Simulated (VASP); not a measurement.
# TaN (I4/mmm) in VASP: notebook, part 2 of 2

VASP 6.6.1. The steps go on from the part before.

## (3) Single point, PBE (strain +0.1312 x Voigt [0, 1, 0, 0, 0, 0])

The input, INCAR:

```
ALGO = Normal
EDIFF = 1E-6
ENCUT = 520
GGA = PE
ISIF = 2
ISMEAR = 0
LASPH = True
LCHARG = True
LELF = True
LREAL = False
LVHAR = True
LWAVE = False
NBANDS = 15
NELM = 100
PREC = Accurate
SIGMA = 0.15
```

The input, KPOINTS:

```
k-points
0
Gamma
  24 24 24
```

The input, POSCAR:

```
TaN
1.0
    0.0000000000      2.4984076616      2.2086347786
    2.2086347786      0.0000000000      2.2086347786
    2.2086347786      2.4984076616      0.0000000000
Ta N
1 1
Direct
    0.5000000000      0.5000000000      0.5000000000
    0.0000000000      0.0000000000      0.0000000000
```

Potentials or basis: VASP PAW PBE potentials, release 64 (Ta_pv, N).

Launch:

```sh
cat potpaw_PBE.64/Ta_pv/POTCAR potpaw_PBE.64/N/POTCAR > POTCAR
mpirun -np 1 vasp_std > vasp.out
```

OUTCAR:

```text
EDIFF = 1E-6
   ENCUT = 520
   GGA = PE
   ISIF = 2
   ISMEAR = 0
   LASPH = True
   LREAL = False
   NELM = 100
   PREC = Accurate

 ion  position               nearest neighbor table
   1  0.500  0.500  0.500-   2 2.21   2 2.21   2 2.21   2 2.21   2 2.50   2 2.50
   2  0.000  0.000  0.000-   1 2.21   1 2.21   1 2.21   1 2.21   1 2.50   1 2.50

  LATTYP: Found a body centered tetragonal cell.
 ALAT       =     3.1234812582
 C/A-ratio  =     1.5997583818

  Lattice vectors:

 A1 = (   0.0000000000,  -2.4984076616,   2.2086347786)
 A2 = (   0.0000000000,  -2.4984076616,  -2.2086347786)
 A3 = (   2.2086347786,   2.4984076616,   0.0000000000)

Analysis of symmetry for initial positions (statically):
=====================================================================
 Subroutine PRICEL returns:
 Original cell was already a primitive cell.

 Routine SETGRP: Setting up the symmetry group for a
 body centered tetragonal supercell.

 Subroutine GETGRP returns: Found 16 space group operations
 (whereof 16 operations were pure point group operations)
 out of a pool of 16 trial point group operations.

The static configuration has the point symmetry D_4h.

Analysis of symmetry for dynamics (positions and initial velocities):
=====================================================================
 Subroutine PRICEL returns:
 Original cell was already a primitive cell.

 Routine SETGRP: Setting up the symmetry group for a
 body centered tetragonal supercell.

 Subroutine GETGRP returns: Found 16 space group operations
 (whereof 16 operations were pure point group operations)
 out of a pool of 16 trial point group operations.

The dynamic configuration has the point symmetry D_4h.

 Subroutine INISYM returns: Found 16 space group operations
 (whereof 16 operations are pure point group operations),
 and found     1 'primitive' translations

----------------------------------------------------------------------------------------

                                     Primitive cell

  volume of cell :      24.3748

  direct lattice vectors                    reciprocal lattice vectors
[... 120 lines left out ...]
  energy-cutoff  :      520.00
  volume of cell :       24.37
 maximum number of plane-waves:       673
 NGX is ok and might be reduce to    28
   NGX = 13   NGY = 11   NGZ = 13

 number of electron      16.0000000 magnetization

 Free energy of the ion-electron system (eV)
  ---------------------------------------------------
  ext. energy  EPLUGINS =         0.00000000
  ---------------------------------------------------
  free energy    TOTEN  =       -21.44384797 eV

  energy without entropy =      -21.43250572  energy(sigma->0) =      -21.43817684

 E-fermi :   7.9249     XC(G=0): -12.6753

 val. band max:        7.9238180902   @ k =  -0.3333   0.2917   0.0000
 cond. band min:       7.9257847088   @ k =  -0.3333   0.3333   0.0833
 fundamental gap:      0.0019666186
 Fermi energy:         7.9248664258

 k-point     1 :       0.0000    0.0000    0.0000
  band No.  band energies     occupation
      1     -27.9988      2.00000
      2     -27.9166      2.00000
      3     -27.9166      2.00000
      4      -9.7941      2.00000
      5       4.4572      2.00000
      6       4.6521      2.00000
      7       4.6521      2.00000
      8       5.4513      2.00000
      9       6.1510      2.00000
     10       6.8169      2.00000
     11       6.8169      2.00000
     12       8.7591      0.00000
     13      10.0082      0.00000
     14      17.5511      0.00000
[... 401 lines left out ...]
      2     -28.0724      2.00000
      3     -27.9247      2.00000
      4      -7.4882      2.00000
      5      -1.1169      2.00000
      6       1.3019      2.00000
      7       1.3605      2.00000
      8       8.9405      0.00000
      9       9.5780      0.00000
     10      10.0134      0.00000
     11      11.2782      0.00000
     12      12.7711      0.00000
     13      15.4063      0.00000
     14      18.1830      0.00000
     15      19.1791      0.00000

 [... further k-points ...]

------------------------ aborting loop because EDIFF is reached ----------------------------------------

  FORCE on cell =-STRESS in cart. coord.  units (eV):
  Direction    XX          YY          ZZ          XY          YZ          ZX
  --------------------------------------------------------------------------------------
  -------------------------------------------------------------------------------------
  Total       -2.7869778     -4.5171561     -2.7869778      0.0000000      0.0000000      0.0000000
  in kB     -183.1905159   -296.9166640   -183.1905159      0.0000000      0.0000000      0.0000000
  external PRESSURE =    -221.0992320 kB  Pullay stress =       0.0000000 kB

 VOLUME and BASIS-vectors are now :
 -----------------------------------------------------------------------------
  energy-cutoff  :      520.00
  volume of cell :       24.37
      direct lattice vectors                 reciprocal lattice vectors
     0.000000000  2.498407662  2.208634779    -0.226384192  0.200127468  0.226384192
     2.208634779  0.000000000  2.208634779     0.226384192 -0.200127468  0.226384192
     2.208634779  2.498407662  0.000000000     0.226384192  0.200127468 -0.226384192

 POSITION                                       TOTAL-FORCE (eV/Angst)
 -----------------------------------------------------------------------------------
      2.20863      2.49841      2.20863         0.000000      0.000000      0.000000
      0.00000      0.00000      0.00000        -0.000000      0.000000     -0.000000
 -----------------------------------------------------------------------------------
    total drift:                                0.000000      0.000000      0.000000

  FREE ENERGIE OF THE ION-ELECTRON SYSTEM (eV)
  ---------------------------------------------------
  free  energy   TOTEN  =       -21.4438479662 eV

  energy  without entropy=      -21.4325057215  energy(sigma->0) =      -21.43817684
```

stdout:

```text
POSCAR found type information on POSCAR TaN
 POSCAR found :  2 types and       2 ions
 scaLAPACK will be used
 LDA part: xc-table for (Slater+PW92), standard interpolation
 POSCAR, INCAR and KPOINTS ok, starting setup
 FFT: planning ... GRIDC
 FFT: planning ... GRID_SOFT
 FFT: planning ... GRID
 WAVECAR not read
 entering main loop
```

It took 11 min on 1 thread of Intel Xeon 8259CL, shared host; peak memory 0.49 GiB.

What came out:

```yaml
Free_energy: -21.4438 eV
Pressure: -22.1 GPa
Band_gap_on_the_k_mesh: zero (bands 8 and 9 overlap by 3.26 eV)
```

Caveat: the cell differs from its parent crystal (strain +0.1312 x Voigt [0, 1, 0, 0, 0, 0]); the stress differs along the axes, from -30 to -18 GPa; spin-orbit coupling is left out, which moves the levels of the heavy elements.

## (4) Single point, PBE (strain +0.1500 x Voigt [0, 1, 0, 0, 0, 0])

The input, INCAR:

```
SYSTEM = TaN
PREC = Accurate
ENCUT = 520
EDIFF = 1E-6
ISMEAR = 0
SIGMA = 0.15
LREAL = .False.
LASPH = .True.
NELM = 80
ALGO = Normal
ISIF = 2
LWAVE = .False.
LCHARG = .False.
GGA = PE
NBANDS = 15
```

The input, KPOINTS:

```
Automatic mesh
0
Gamma
  24 24 24
  0 0 0
```

The input, POSCAR:

```
TaN
1.0
    0.0000000000      2.5399299954      2.2086347786
    2.2086347786      0.0000000000      2.2086347786
    2.2086347786      2.5399299954      0.0000000000
Ta N
1 1
Direct
    0.5000000000      0.5000000000      0.5000000000
    0.0000000000      0.0000000000      0.0000000000
```

Launch:

```sh
cat potpaw_PBE.64/Ta_pv/POTCAR potpaw_PBE.64/N/POTCAR > POTCAR
mpirun -np 1 vasp_std > vasp.out
```

Wall time 11 min (1 thread of Intel Xeon 8259CL, shared host); peak memory 0.49 GiB.

The run converged. Its results:

| Property | Result |
| --- | --- |
| Free energy | -21.3690 eV |
| Pressure | -23.5 GPa |
| Band gap on the k mesh | zero (bands 8 and 9 overlap by 3.46 eV) |

Stress tensor (GPa, compression positive):
```
-20.36   0.00   0.00
  0.00 -29.66   0.00
  0.00   0.00 -20.36
```

Levels at points of the mesh, in eV from the Fermi level:
| k point | band 6 | band 7 | band 8 | band 9 | band 10 | band 11 |
| --- | --- | --- | --- | --- | --- | --- |
| (0.00, 0.00, 0.00) | -3.21 | -3.21 | -2.51 | -1.98 | -0.98 | -0.98 |
| (0.50, 0.00, 0.00) | -6.58 | -6.57 | 1.46 | 1.85 | 2.20 | 3.30 |
| (0.50, 0.50, 0.00) | -4.29 | -4.26 | -4.22 | 1.12 | 1.97 | 3.70 |
| (0.50, 0.00, 0.50) | -4.30 | -3.77 | -3.77 | 1.82 | 2.77 | 2.77 |

Caveat: the cell differs from its parent crystal (strain +0.1500 x Voigt [0, 1, 0, 0, 0, 0]); the stress differs along the axes, from -30 to -20 GPa; spin-orbit coupling is left out, which moves the levels of the heavy elements.

## (5) Summary

```tsv
cell	gap on the mesh (eV)	pressure (GPa)
a = 3.304, b = 3.123 Å, angles 61.8, 56.4, 61.8°, 2 atoms	none	-20.5
a = 3.335, b = 3.123 Å, angles 62.1, 55.9, 62.1°, 2 atoms	none	-22.1
a = 3.366, b = 3.123 Å, angles 62.4, 55.3, 62.4°, 2 atoms	none	-23.5
```

Alike in all rows: task single point; level PBE; potentials or basis VASP PAW PBE potentials, release 64 (Ta_pv, N); no spin polarisation; k mesh 24 × 24 × 24; cutoff (eV) 520; smearing gaussian 0.15 eV.

Caveats: spin-orbit coupling is left out, which moves the levels of the heavy elements; the stress differs along the axes, from -29 to -16 GPa (at least some runs); the stress differs along the axes, from -30 to -18 GPa (at least some runs); the stress differs along the axes, from -30 to -20 GPa (at least some runs).

Total energies depend on the potentials used, so only differences within one code and one set of settings carry meaning.
